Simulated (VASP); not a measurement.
Wanted: the native input for a VASP 6.6.1 run.

| Property | Result |
| --- | --- |
| Task | relaxation of cell and atoms |
| Functional | PBE |
| Potentials or basis | VASP PAW PBE potentials, release 64 (Sn_d, O) |
| Cutoff | 600 eV |
| k mesh | 8 × 8 × 8 |
| Occupations | fermi-dirac, width 0.02 eV |
| Spin | no spin polarisation |
| Dipole correction | no |
| Further INCAR settings | ALGO = Normal; EDIFF = 1e-06; IBRION = 2; EDIFFG = -0.005; NSW = 80; ISIF = 3 |

The structure of SnO2 lies in POSCAR:

```
SnO2
1.0
    0.0000000000      2.4510416331      2.4510416331
    2.4510416331      0.0000000000      2.4510416331
    2.4510416331      2.4510416331      0.0000000000
Sn O
1 2
Direct
    0.0000000000      0.0000000000      0.0000000000
    0.2500000000      0.2500000000      0.2500000000
    0.7500000000      0.7500000000      0.7500000000
```

The input as run:

INCAR

```
SYSTEM = SnO2
PREC = Accurate
ENCUT = 600
EDIFF = 1E-6
ISMEAR = -1
SIGMA = 0.02
LREAL = .False.
LASPH = .True.
NELM = 80
ALGO = Normal
ISIF = 3
LWAVE = .False.
LCHARG = .False.
GGA = PE
IBRION = 2
NSW = 80
EDIFFG = -0.005
```

KPOINTS

```
Automatic mesh
0
Gamma
  8 8 8
  0 0 0
```

Potentials or basis: VASP PAW PBE potentials, release 64 (Sn_d, O).

The run is started by

```sh
$ cat potpaw_PBE.64/Sn_d/POTCAR potpaw_PBE.64/O/POTCAR > POTCAR
$ mpirun -np 1 vasp_std > vasp.out
```

Results of the run:

```
Relaxed volume                         : 11.38 Å³/atom
Relaxed cell                           : a = 3.641 Å, b = 3.641 Å, c = 3.641 Å, α = 60.00°, β = 60.00°, γ = 60.00°
Space group after relaxing (to 0.05 Å) : Fm-3m (No. 225)
Energy gained by relaxing              : 163.8 meV/atom
Ionic steps                            : 18
Pressure after relaxing                : 0.0 GPa
Band gap on the k mesh                 : zero (band 13 reaches 7.34 eV, above the bottom of band 14 at 7.15 eV)
```

Caveat: the volume moved by over 15 % at a fixed basis, so the end points are rough; spin-orbit coupling is left out, which moves the levels of the heavy elements.

Wall time 54 s on 1 thread of Intel(R) Xeon(R) 6975P-C (Granite Rapids), with other jobs on the host, peak memory 0.16 GiB.
